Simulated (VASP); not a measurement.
# FeS2 (Pnnm) in VASP: single point with PBE

Aim: the single point of FeS2 with PBE.

All numbers are computed with VASP 6.6.1; they aren't measurements. Logs are shortened: lines on timing, memory, paths and dates and some standing lists are left out, and cuts for length are marked.

**1. The cell of the first run**

Symmetry: Pnnm, No. 58, orthorhombic system. The conventional cell has a = 4.431 Å, b = 5.401 Å, c = 3.379 Å, α = 90.00°, β = 90.00°, γ = 90.00°. Fe (site symmetry 2/m) has 6 S at 2.23 to 2.25 Å within 2.9 Å. Within 3.6 Å of S (site symmetry m) lie 12 S at 2.22 to 3.38 Å and 6 Fe at 2.23 to 3.60 Å.

**2. Single point, PBE**

File INCAR:

```
SYSTEM = FeS2
PREC = Accurate
ENCUT = 690
EDIFF = 1E-6
ISMEAR = 0
SIGMA = 0.01
LREAL = .False.
LASPH = .True.
NELM = 120
ALGO = Normal
ISIF = 2
LWAVE = .False.
LCHARG = .True.
GGA = PE
LELF = .True.
LVHAR = .True.
NBANDS = 37
GGA_COMPAT = .False.
```

File KPOINTS:

```
Automatic mesh
0
Gamma
  4 4 6
  0 0 0
```

File POSCAR:

```
FeS2
1.0
    4.4308093927      0.0000000000      0.0000000000
    0.0000000000      5.4005595620      0.0000000000
    0.0000000000      0.0000000000      3.3792367813
Fe S
2 4
Direct
    0.5000000000      0.5000000000      0.5000000000
    0.0000000000      0.0000000000      0.0000000000
    0.2990463069      0.8778422770      0.5000000000
    0.7009536931      0.1221577230      0.5000000000
    0.2009536931      0.3778422770      0.0000000000
    0.7990463069      0.6221577230      0.0000000000
```

Potentials or basis: VASP PAW PBE potentials, release 64 (Fe_sv, S).

Started as:

```
> cat potpaw_PBE.64/Fe_sv/POTCAR potpaw_PBE.64/S/POTCAR > POTCAR
> mpirun -np 1 vasp_std > vasp.out
```

OUTCAR:

```text
SYSTEM = FeS2
   PREC = Accurate
   ENCUT = 690
   EDIFF = 1E-6
   ISMEAR = 0
   LREAL = .False.
   LASPH = .True.
   NELM = 120
   ISIF = 2
   GGA = PE

 ion  position               nearest neighbor table
   1  0.500  0.500  0.500-   3 2.23   4 2.23   5 2.25   6 2.25   5 2.25   6 2.25
   2  0.000  0.000  0.000-   5 2.23   6 2.23   3 2.25   4 2.25   3 2.25   4 2.25
   3  0.299  0.878  0.500-   4 2.22   1 2.23   2 2.25   2 2.25
   4  0.701  0.122  0.500-   3 2.22   1 2.23   2 2.25   2 2.25
   5  0.201  0.378  0.000-   6 2.22   2 2.23   1 2.25   1 2.25
   6  0.799  0.622  0.000-   5 2.22   2 2.23   1 2.25   1 2.25

  LATTYP: Found a simple orthorhombic cell.
 ALAT       =     3.3792367813
 B/A-ratio  =     1.3111864245
 C/A-ratio  =     1.5981595584

  Lattice vectors:

 A1 = (   0.0000000000,   0.0000000000,   3.3792367813)
 A2 = (   4.4308093927,   0.0000000000,   0.0000000000)
 A3 = (   0.0000000000,   5.4005595620,   0.0000000000)

Analysis of symmetry for initial positions (statically):
=====================================================================
 Subroutine PRICEL returns:
 Original cell was already a primitive cell.

 Routine SETGRP: Setting up the symmetry group for a
 simple orthorhombic supercell.

 Subroutine GETGRP returns: Found  8 space group operations
 (whereof  4 operations were pure point group operations)
 out of a pool of  8 trial point group operations.

The static configuration has the point symmetry C_2h.
 The point group associated with its full space group is D_2h.

Analysis of symmetry for dynamics (positions and initial velocities):
=====================================================================
 Subroutine PRICEL returns:
 Original cell was already a primitive cell.

 Routine SETGRP: Setting up the symmetry group for a
 simple orthorhombic supercell.

 Subroutine GETGRP returns: Found  8 space group operations
 (whereof  4 operations were pure point group operations)
 out of a pool of  8 trial point group operations.

The dynamic configuration has the point symmetry C_2h.
 The point group associated with its full space group is D_2h.

 Subroutine INISYM returns: Found  8 space group operations
 (whereof  4 operations are pure point group operations),
 and found     1 'primitive' translations

----------------------------------------------------------------------------------------

                                     Primitive cell

  volume of cell :      80.8613

  direct lattice vectors                    reciprocal lattice vectors
[... 93 lines left out ...]
   ENCUT  =  690.0 eV  50.71 Ry    7.12 a.u.   9.49 11.57  7.24*2*pi/ulx,y,z
   NELM   =    120;   NELMIN=  2; NELMDL= -5     # of ELM steps
   EDIFF  = 0.1E-05   stopping-criterion for ELM
   LREAL  =      F    real-space projection
[... 7 lines left out ...]
   TEBEG  =    0.0;   TEEND  =   0.0 temperature during run
   PSTRESS=    0.0 pullay stress
   NELECT =      56.0000    total number of electrons
   NUPDOWN=      -1.0000    fix difference up-down
   EMIN   =  10.00;   EMAX   =-10.00  energy-range for DOS
   EFERMI =   0.00;   METHOD = LEGACY
   ISMEAR =     0;   SIGMA  =   0.01  broadening in eV -4-tet -1-fermi 0-gaus
   EFERMI_NEDOS =   21; number of points for ismear=-14 and -15
   IALGO  =     38    algorithm
   IMIX   =      4    mixing-type and parameters
     AMIX     =   0.40;   BMIX     =  1.00
     AMIX_MAG =   1.60;   BMIX_MAG =  1.00
  volume/ion in A,a.u.               =      13.48        90.95
  Fermi-wavevector in a.u.,A,eV,Ry     =   1.448407  2.737093 28.543439  2.097884
  Thomas-Fermi vector in A             =   2.566252
   LORBIT       =      0    0 simple, 1 ext, 2 COOP (PROOUT), +10 PAW based schemes
   GGA     = PE    functional components
   LHFCALC =     F    Hartree Fock is set to
   AEXX    =    0.0000 exact exchange contribution
   IVDW    =     0    specifies the selected vdW correction
   LEPSILON=     F    determine dielectric tensor
   LRPA    =     F    only Hartree local field effects (RPA)
 non-spin polarized calculation
 Gauss-broadening in eV      SIGMA  =   0.01
  energy-cutoff  :      690.00
  volume of cell :       80.86
 maximum number of plane-waves:      3352
 NGX is ok and might be reduce to    40
   NGX = 19   NGY = 23   NGZ = 15

 number of electron      56.0000011 magnetization

 Free energy of the ion-electron system (eV)
  ---------------------------------------------------
  ext. energy  EPLUGINS =         0.00000000
  ---------------------------------------------------
  free energy    TOTEN  =       -36.37079898 eV

  energy without entropy =      -36.37079898  energy(sigma->0) =      -36.37079898

 E-fermi :   9.6285     XC(G=0): -11.9123

 val. band max:        9.5848661059   @ k =   0.2500   0.0000   0.1667
 cond. band min:      10.5245097821   @ k =   0.0000   0.5000   0.5000
 fundamental gap:      0.9396436762
 Fermi energy:         9.6285154397

 k-point     1 :       0.0000    0.0000    0.0000
  band No.  band energies     occupation
      1     -76.9274      2.00000
      2     -76.9272      2.00000
      3     -43.1185      2.00000
      4     -43.1175      2.00000
      5     -42.9967      2.00000
      6     -42.9964      2.00000
[... 949 lines left out ...]
     36      16.5972      0.00000
     37      17.7295      0.00000

 [... further k-points ...]

------------------------ aborting loop because EDIFF is reached ----------------------------------------

  FORCE on cell =-STRESS in cart. coord.  units (eV):
  Direction    XX          YY          ZZ          XY          YZ          ZX
  --------------------------------------------------------------------------------------
  -------------------------------------------------------------------------------------
  Total        0.1239905      0.1249351     -0.0899901      0.0000000      0.0000000      0.0000000
  in kB        2.4567370      2.4754522     -1.7830551      0.0000000      0.0000000      0.0000000
  external PRESSURE =       1.0497114 kB  Pullay stress =       0.0000000 kB

 VOLUME and BASIS-vectors are now :
 -----------------------------------------------------------------------------
  energy-cutoff  :      690.00
  volume of cell :       80.86
      direct lattice vectors                 reciprocal lattice vectors
     4.430809393  0.000000000  0.000000000     0.225692399  0.000000000  0.000000000
     0.000000000  5.400559562  0.000000000     0.000000000  0.185165998  0.000000000
     0.000000000  0.000000000  3.379236781     0.000000000  0.000000000  0.295924809

 POSITION                                       TOTAL-FORCE (eV/Angst)
 -----------------------------------------------------------------------------------
      2.21540      2.70028      1.68962         0.000000      0.000000      0.000000
      0.00000      0.00000      0.00000         0.000000      0.000000      0.000000
      1.32502      4.74084      1.68962        -0.266858     -0.144041      0.000000
      3.10579      0.65972      1.68962         0.266858      0.144041      0.000000
      0.89039      2.04056      0.00000         0.266858     -0.144041      0.000000
      3.54042      3.36000      0.00000        -0.266858      0.144041     -0.000000
 -----------------------------------------------------------------------------------
    total drift:                                0.000000      0.000000     -0.000000

  FREE ENERGIE OF THE ION-ELECTRON SYSTEM (eV)
  ---------------------------------------------------
  free  energy   TOTEN  =       -36.3707989837 eV

  energy  without entropy=      -36.3707989837  energy(sigma->0) =      -36.37079898
```

OSZICAR:

```text
N       E                     dE             d eps       ncg     rms          rms(c)
DAV:   1     0.100691572924E+04    0.10069E+04   -0.34127E+04  2696   0.216E+03
DAV:   2     0.733189018859E+02   -0.93360E+03   -0.90676E+03  2669   0.699E+02
DAV:   3    -0.339070558041E+02   -0.10723E+03   -0.10299E+03  3753   0.247E+02
DAV:   4    -0.393773379990E+02   -0.54703E+01   -0.54021E+01  3499   0.713E+01
DAV:   5    -0.396259457736E+02   -0.24861E+00   -0.24823E+00  3898   0.158E+01    0.281E+01
DAV:   6    -0.504774843699E+02   -0.10852E+02   -0.72891E+01  3924   0.118E+02    0.499E+01
DAV:   7    -0.361401086111E+02    0.14337E+02   -0.36661E+01  3598   0.101E+02    0.923E+00
DAV:   8    -0.364876254637E+02   -0.34752E+00   -0.55073E+00  3801   0.141E+01    0.628E+00
DAV:   9    -0.363709329064E+02    0.11669E+00   -0.34731E-01  3703   0.786E+00    0.159E+00
DAV:  10    -0.363707361130E+02    0.19679E-03   -0.41173E-02  3700   0.129E+00    0.619E-01
DAV:  11    -0.363709117481E+02   -0.17564E-03   -0.14843E-03  3747   0.361E-01    0.325E-01
DAV:  12    -0.363708109319E+02    0.10082E-03   -0.29729E-04  3191   0.141E-01    0.181E-01
DAV:  13    -0.363707955242E+02    0.15408E-04   -0.75624E-05  3493   0.528E-02    0.758E-02
DAV:  14    -0.363707987849E+02   -0.32607E-05   -0.45095E-06  2863   0.210E-02    0.424E-02
DAV:  15    -0.363707989837E+02   -0.19882E-06   -0.10764E-06  1835   0.157E-02
   1 F= -.36370799E+02 E0= -.36370799E+02  d E =-.124956E-11
```

stdout:

```text
POSCAR found type information on POSCAR FeS
 POSCAR found :  2 types and       6 ions
 scaLAPACK will be used
 LDA part: xc-table for (Slater+PW92), standard interpolation
 POSCAR, INCAR and KPOINTS ok, starting setup
 FFT: planning ... GRIDC
 FFT: planning ... GRID_SOFT
 FFT: planning ... GRID
 WAVECAR not read
 entering main loop
```

Run time: 3.4 min. Hardware: 1 thread of AMD EPYC 7R43 (Zen 3), shared host; peak memory 0.25 GiB.

What came out:

```yaml
Free_energy: -36.3708 eV
Pressure: 0.1 GPa
Largest_force: 0.303 eV/Å
Band_gap_on_the_k_mesh: 0.94 eV (least direct gap 1.20 eV)
```

Forces on the atoms (eV/Å):
```
Fe   0.000  0.000  0.000
Fe   0.000  0.000  0.000
S   -0.267 -0.144  0.000
S    0.267  0.144  0.000
S    0.267 -0.144  0.000
S   -0.267  0.144  0.000
```

Stress tensor (GPa, compression positive):
```
 0.25  0.00  0.00
 0.00  0.25  0.00
 0.00  0.00 -0.18
```

Levels at points of the mesh, in eV from the valence-band top:
| k point | band 24 | band 25 | band 26 | band 27 | band 28 | band 29 | band 30 | band 31 | band 32 | band 33 |
| --- | --- | --- | --- | --- | --- | --- | --- | --- | --- | --- |
| (0.00, 0.00, 0.00) | -1.07 | -0.93 | -0.70 | -0.67 | -0.46 | 1.28 | 1.50 | 2.86 | 3.16 | 3.43 |
| (0.50, 0.00, 0.00) | -1.15 | -0.61 | -0.61 | -0.04 | -0.04 | 1.81 | 1.81 | 2.03 | 2.03 | 2.75 |
| (0.00, 0.50, 0.00) | -1.02 | -0.78 | -0.78 | -0.28 | -0.28 | 1.21 | 1.21 | 2.50 | 2.50 | 2.96 |
| (0.50, 0.50, 0.00) | -1.34 | -1.06 | -1.06 | -0.84 | -0.84 | 1.45 | 1.45 | 1.98 | 1.98 | 3.32 |
| (0.00, 0.00, 0.50) | -1.33 | -0.86 | -0.86 | -0.34 | -0.34 | 1.54 | 1.54 | 1.74 | 1.74 | 2.30 |
| (0.50, 0.00, 0.50) | -1.01 | -0.71 | -0.71 | -0.28 | -0.28 | 1.59 | 1.59 | 2.09 | 2.09 | 3.63 |
| (0.00, 0.50, 0.50) | -1.75 | -1.37 | -1.37 | -0.31 | -0.31 | 0.94 | 0.94 | 2.22 | 2.22 | 3.17 |
| (0.50, 0.50, 0.50) | -1.34 | -0.57 | -0.57 | -0.29 | -0.29 | 1.74 | 1.74 | 2.15 | 2.15 | 2.58 |

A k mesh can miss the band edges. Spin polarisation is off, so any magnetic state and its effect on volume and gap are missing.
